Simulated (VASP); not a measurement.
# CaO (Fm-3m) in VASP: further runs

CaO is run at these levels: PBE; tasks: single point.

All numbers are computed with VASP 6.6.1; they aren't measurements. Logs are shortened: lines on timing, memory, paths and dates and some standing lists are left out, and cuts for length are marked.

**1. The cell of the first run**

The structure is cubic, space group Fm-3m (No. 225). Conventional cell: a = 5.009 Å, b = 5.009 Å, c = 5.009 Å, α = 90.00°, β = 90.00°, γ = 90.00°. Within 3.3 Å of Ca (site symmetry m-3m) lie 6 O at 2.50 Å. O (site symmetry m-3m) has 6 Ca at 2.50 Å within 3.3 Å.

**2. Single point, PBE**

File INCAR:

```
  PREC = Accurate
  ENCUT = 520
  EDIFF = 1E-7
  ISMEAR = -1
  SIGMA = 0.02
  LREAL = False
  LASPH = True
  NELM = 100
  ALGO = Normal
  ISIF = 2
  LWAVE = False
  LCHARG = False
  GGA = PE
  NBANDS = 15
```

File KPOINTS:

```
Automatic mesh
0
Gamma
  7 7 7
```

File POSCAR:

```
CaO
1.0
    0.0000000000      2.5045000000      2.5045000000
    2.5045000000      0.0000000000      2.5045000000
    2.5045000000      2.5045000000      0.0000000000
Ca O
1 1
Direct
    0.0000000000      0.0000000000      0.0000000000
    0.5000000000      0.5000000000      0.5000000000
```

Potentials or basis: VASP PAW PBE potentials, release 64 (Ca_sv, O).

Launch:

```console
$ cat potpaw_PBE.64/Ca_sv/POTCAR potpaw_PBE.64/O/POTCAR > POTCAR
$ mpirun -np 1 vasp_std > vasp.out
```

OUTCAR:

```text
PREC = Accurate
   ENCUT = 520
   EDIFF = 1E-7
   ISMEAR = -1
   LREAL = False
   LASPH = True
   NELM = 100
   ISIF = 2
   GGA = PE

 ion  position               nearest neighbor table
   1  0.000  0.000  0.000-   2 2.50   2 2.50   2 2.50   2 2.50   2 2.50   2 2.50
   2  0.500  0.500  0.500-   1 2.50   1 2.50   1 2.50   1 2.50   1 2.50   1 2.50

  LATTYP: Found a face centered cubic cell.
 ALAT       =     5.0090000000

  Lattice vectors:

 A1 = (   0.0000000000,   2.5045000000,   2.5045000000)
 A2 = (   2.5045000000,   0.0000000000,   2.5045000000)
 A3 = (   2.5045000000,   2.5045000000,   0.0000000000)

Analysis of symmetry for initial positions (statically):
=====================================================================
 Subroutine PRICEL returns:
 Original cell was already a primitive cell.

 Routine SETGRP: Setting up the symmetry group for a
 face centered cubic supercell.

 Subroutine GETGRP returns: Found 48 space group operations
[... 9 lines left out ...]

 Routine SETGRP: Setting up the symmetry group for a
 face centered cubic supercell.

 Subroutine GETGRP returns: Found 48 space group operations
[... 11 lines left out ...]
                                     Primitive cell

  volume of cell :      31.4191

  direct lattice vectors                    reciprocal lattice vectors
     0.000000000  2.504500000  2.504500000    -0.199640647  0.199640647  0.199640647
     2.504500000  0.000000000  2.504500000     0.199640647 -0.199640647  0.199640647
     2.504500000  2.504500000  0.000000000     0.199640647  0.199640647 -0.199640647

  length of vectors
     3.541897867  3.541897867  3.541897867     0.345787744  0.345787744  0.345787744

  position of ions in fractional coordinates (direct lattice)
     0.000000000  0.000000000  0.000000000
     0.500000000  0.500000000  0.500000000

  ion indices of the primitive-cell ions
   primitive index   ion index
                 1           1
                 2           2

----------------------------------------------------------------------------------------

 KPOINTS: Automatic mesh

Automatic generation of k-mesh.
 Grid dimensions read from file:
 generate k-points for:    7    7    7

 Generating k-lattice:

  Cartesian coordinates                     Fractional coordinates (reciprocal lattice)
    -0.028520092  0.028520092  0.028520092     0.142857143  0.000000000  0.000000000
     0.028520092 -0.028520092  0.028520092     0.000000000  0.142857143  0.000000000
     0.028520092  0.028520092 -0.028520092     0.000000000  0.000000000  0.142857143

  Length of vectors
     0.049398249  0.049398249  0.049398249

  Shift w.r.t. Gamma in fractional coordinates (k-lattice)
     0.000000000  0.000000000  0.000000000

 Subroutine IBZKPT returns following result:
 ===========================================

 Found     20 irreducible k-points:

 Following reciprocal coordinates:
            Coordinates               Weight
  0.000000  0.000000  0.000000      1.000000
  0.142857  0.000000  0.000000      8.000000
  0.285714  0.000000  0.000000      8.000000
  0.428571  0.000000  0.000000      8.000000
  0.142857  0.142857  0.000000      6.000000
  0.285714  0.142857  0.000000     24.000000
[... 12 lines left out ...]
 -0.428571  0.428571  0.142857     24.000000
 -0.285714  0.428571  0.142857     24.000000
   k-points           NKPTS =     20   k-points in BZ     NKDIM =     20   number of bands    NBANDS=     15
   number of dos      NEDOS =    301   number of ions     NIONS =      2
   total plane-waves  NPLWV =  21952
   dimension x,y,z NGX =    28 NGY =   28 NGZ =   28
   dimension x,y,z NGXF=    56 NGYF=   56 NGZF=   56
   ions per type =               1   1
   NGX,Y,Z   is equivalent  to a cutoff of  13.14, 13.14, 13.14 a.u.
   NGXF,Y,Z  is equivalent  to a cutoff of  26.28, 26.28, 26.28 a.u.
 SYSTEM =  unknown system
   PREC   = accura    normal or accurate (medium, high low for compatibility)
   ISTART =      0    job   : 0-new  1-cont  2-samecut
   ICHARG =      2    charge: 1-file 2-atom 10-const
   ISPIN  =      1    spin polarized calculation?
   LNONCOLLINEAR =      F non collinear calculations
   LSORBIT =      F    spin-orbit coupling
   LASPH  =      T    aspherical Exc in radial PAW
   ENCUT  =  520.0 eV  38.22 Ry    6.18 a.u.   6.59  6.59  6.59*2*pi/ulx,y,z
   NELM   =    100;   NELMIN=  2; NELMDL= -5     # of ELM steps
   EDIFF  = 0.1E-06   stopping-criterion for ELM
   LREAL  =      F    real-space projection
   EDIFFG = 0.1E-05   stopping-criterion for IOM
   NSW    =      0    number of steps for IOM
   IBRION =     -1    ionic relax: 0-MD 1-quasi-New 2-CG
   NFREE  =      0    steps in history (QN), initial steepest desc. (CG)
   ISIF   =      2    stress and relaxation
   ISYM   =      2    0-nonsym 1-usesym 2-fastsym
   POTIM  = 0.5000    time-step for ionic-motion
   TEBEG  =    0.0;   TEEND  =   0.0 temperature during run
   PSTRESS=    0.0 pullay stress
   NELECT =      16.0000    total number of electrons
   NUPDOWN=      -1.0000    fix difference up-down
   EMIN   =  10.00;   EMAX   =-10.00  energy-range for DOS
   EFERMI =   0.00;   METHOD = LEGACY
   ISMEAR =    -1;   SIGMA  =   0.02  broadening in eV -4-tet -1-fermi 0-gaus
   EFERMI_NEDOS =   21; number of points for ismear=-14 and -15
   IALGO  =     38    algorithm
   IMIX   =      4    mixing-type and parameters
     AMIX     =   0.40;   BMIX     =  1.00
     AMIX_MAG =   1.60;   BMIX_MAG =  1.00
  volume/ion in A,a.u.               =      15.71       106.01
  Fermi-wavevector in a.u.,A,eV,Ry     =   1.307326  2.470487 23.253723  1.709100
  Thomas-Fermi vector in A             =   2.438068
   LORBIT       =      0    0 simple, 1 ext, 2 COOP (PROOUT), +10 PAW based schemes
   GGA     = PE    functional components
   LHFCALC =     F    Hartree Fock is set to
   AEXX    =    0.0000 exact exchange contribution
   IVDW    =     0    specifies the selected vdW correction
   LEPSILON=     F    determine dielectric tensor
   LRPA    =     F    only Hartree local field effects (RPA)
 non-spin polarized calculation
  energy-cutoff  :      520.00
  volume of cell :       31.42
 maximum number of plane-waves:       869
   NGX = 13   NGY = 13   NGZ = 13

 number of electron      15.9999999 magnetization

 Free energy of the ion-electron system (eV)
  ---------------------------------------------------
  ext. energy  EPLUGINS =         0.00000000
  ---------------------------------------------------
  free energy    TOTEN  =       -12.71655676 eV

  energy without entropy =      -12.71655676  energy(sigma->0) =      -12.71655676

 E-fermi :   2.2119     XC(G=0):  -9.8883

 val. band max:        1.6946031242   @ k =   0.0000   0.0000   0.0000
 cond. band min:       5.4129259158   @ k =   0.4286   0.4286   0.0000
 fundamental gap:      3.7183227915
 Fermi energy:         2.2118738234

 k-point     1 :       0.0000    0.0000    0.0000
  band No.  band energies     occupation
      1     -36.4752      2.00000
      2     -17.3086      2.00000
      3     -17.3086      2.00000
      4     -17.3086      2.00000
      5     -13.6070      2.00000
      6       1.6946      2.00000
      7       1.6946      2.00000
      8       1.6946      2.00000
      9       5.4748      0.00000
     10       7.5940      0.00000
     11       7.5940      0.00000
     12       7.5940      0.00000
     13       8.8938      0.00000
     14       8.8938      0.00000
     15      15.9873      0.00000

 k-point     2 :       0.1429    0.0000    0.0000
  band No.  band energies     occupation
      1     -36.4643      2.00000
      2     -17.4522      2.00000
      3     -17.3159      2.00000
      4     -17.3159      2.00000
      5     -13.4452      2.00000
      6       1.0720      2.00000
      7       1.4798      2.00000
      8       1.4798      2.00000
      9       6.3069      0.00000
     10       7.5438      0.00000
     11       7.8854      0.00000
     12       7.8854      0.00000
     13       9.2762      0.00000
     14       9.2762      0.00000
     15      16.5071      0.00000

 k-point     3 :       0.2857    0.0000    0.0000
  band No.  band energies     occupation
      1     -36.4396      2.00000
      2     -17.7407      2.00000
      3     -17.3324      2.00000
      4     -17.3324      2.00000
      5     -13.1146      2.00000
      6       0.0626      2.00000
      7       1.0539      2.00000
      8       1.0539      2.00000
      9       7.6363      0.00000
     10       7.9304      0.00000
     11       8.6074      0.00000
     12       8.6074      0.00000
     13      10.1532      0.00000
     14      10.1532      0.00000
     15      15.9972      0.00000

 k-point     4 :       0.4286    0.0000    0.0000
  band No.  band energies     occupation
      1     -36.4198      2.00000
      2     -17.9469      2.00000
      3     -17.3455      2.00000
      4     -17.3455      2.00000
      5     -12.8728      2.00000
      6      -0.5794      2.00000
      7       0.7541      2.00000
      8       0.7541      2.00000
      9       8.0762      0.00000
     10       9.1051      0.00000
     11       9.2728      0.00000
     12       9.2728      0.00000
     13      10.9715      0.00000
     14      10.9715      0.00000
     15      14.5232      0.00000
[... 235 lines left out ...]
 k-point    18 :      -0.4286    0.2857    0.1429
  band No.  band energies     occupation
      1     -36.4080      2.00000
      2     -17.7914      2.00000
      3     -17.4854      2.00000
      4     -17.4000      2.00000
      5     -13.0485      2.00000
      6      -0.0460      2.00000
      7       0.7225      2.00000
      8       0.8513      2.00000
      9       7.4365      0.00000
     10       8.3066      0.00000
     11       9.5343      0.00000
     12       9.7767      0.00000
     13      10.8330      0.00000
     14      12.3940      0.00000
     15      14.3520      0.00000

 k-point    19 :      -0.4286    0.4286    0.1429
  band No.  band energies     occupation
      1     -36.4019      2.00000
      2     -17.6862      2.00000
      3     -17.4950      2.00000
      4     -17.4788      2.00000
      5     -13.2204      2.00000
      6       0.3266      2.00000
      7       0.8891      2.00000
      8       1.0022      2.00000
      9       6.2991      0.00000
     10       8.8841      0.00000
     11       9.3515      0.00000
     12      10.2770      0.00000
     13      10.3813      0.00000
     14      12.5327      0.00000
     15      14.2914      0.00000

 k-point    20 :      -0.2857    0.4286    0.1429
  band No.  band energies     occupation
      1     -36.4002      2.00000
      2     -17.6476      2.00000
      3     -17.5952      2.00000
      4     -17.4614      2.00000
      5     -13.1459      2.00000
      6       0.4035      2.00000
      7       0.5946      2.00000
      8       0.8343      2.00000
      9       7.2473      0.00000
     10       8.1412      0.00000
     11       9.3373      0.00000
     12      10.2281      0.00000
     13      10.7537      0.00000
     14      13.8757      0.00000
     15      14.0987      0.00000

------------------------ aborting loop because EDIFF is reached ----------------------------------------

  FORCE on cell =-STRESS in cart. coord.  units (eV):
  Direction    XX          YY          ZZ          XY          YZ          ZX
  --------------------------------------------------------------------------------------
  -------------------------------------------------------------------------------------
  Total       -1.7084496     -1.7084496     -1.7084496      0.0000000     -0.0000000     -0.0000000
  in kB      -87.1203558    -87.1203558    -87.1203558      0.0000000     -0.0000000     -0.0000000
  external PRESSURE =     -87.1203558 kB  Pullay stress =       0.0000000 kB

 VOLUME and BASIS-vectors are now :
 -----------------------------------------------------------------------------
  energy-cutoff  :      520.00
  volume of cell :       31.42
      direct lattice vectors                 reciprocal lattice vectors
     0.000000000  2.504500000  2.504500000    -0.199640647  0.199640647  0.199640647
     2.504500000  0.000000000  2.504500000     0.199640647 -0.199640647  0.199640647
     2.504500000  2.504500000  0.000000000     0.199640647  0.199640647 -0.199640647

 POSITION                                       TOTAL-FORCE (eV/Angst)
 -----------------------------------------------------------------------------------
      0.00000      0.00000      0.00000         0.000000     -0.000000     -0.000000
      2.50450      2.50450      2.50450        -0.000000      0.000000      0.000000
 -----------------------------------------------------------------------------------
    total drift:                                0.000000      0.000000      0.000000

  FREE ENERGIE OF THE ION-ELECTRON SYSTEM (eV)
  ---------------------------------------------------
  free  energy   TOTEN  =       -12.7165567576 eV

  energy  without entropy=      -12.7165567576  energy(sigma->0) =      -12.71655676
```

Wall time 7.2 s (1 thread of Intel Xeon 6975P-C (Granite Rapids), shared host); peak memory 0.14 GiB.

Results:

```
Free energy            : -12.7166 eV
Pressure               : -8.7 GPa
Band gap on the k mesh : 3.72 eV, indirect (least direct gap 3.78 eV)
```

Levels at points of the mesh, in eV from the valence-band top:
```csv
k point,band 5,band 6,band 7,band 8,band 9,band 10,band 11,band 12
"(0.00, 0.00, 0.00)",-15.30,0.00,0.00,0.00,3.78,5.90,5.90,5.90
```

A k mesh can miss the band edges.

**3. Single point, PBE**

File INCAR:

```
  PREC = Accurate
  ENCUT = 520
  EDIFF = 1E-6
  ISMEAR = -5
  SIGMA = 0.1
  LREAL = False
  LASPH = True
  NELM = 80
  ALGO = Normal
  ISIF = 2
  LWAVE = False
  LCHARG = False
  GGA = PE
  NBANDS = 15
```

File KPOINTS:

```
regular mesh
0
Gamma
  7 7 7
```

POSCAR is that of step 2.

Potentials or basis: VASP PAW PBE potentials, release 64 (Ca_sv, O).

Launch:

```console
$ cat potpaw_PBE.64/Ca_sv/POTCAR potpaw_PBE.64/O/POTCAR > POTCAR
$ mpirun -np 1 vasp_std > vasp.out
```

It took 6.9 s on 1 thread of Intel Xeon 6975P-C (Granite Rapids), shared host; peak memory 0.15 GiB.

Results (log left out):

| Quantity | Value |
| --- | --- |
| Free energy | -12.7166 eV |
| Pressure | -8.7 GPa |
| Band gap on the k mesh | 3.72 eV, indirect (least direct gap 3.78 eV) |

Levels at points of the mesh, in eV from the valence-band top:
```
           k point  band 6  band 7  band 8  band 9  band 10  band 11
(0.00, 0.00, 0.00)    0.00    0.00    0.00    3.78     5.90     5.90
```
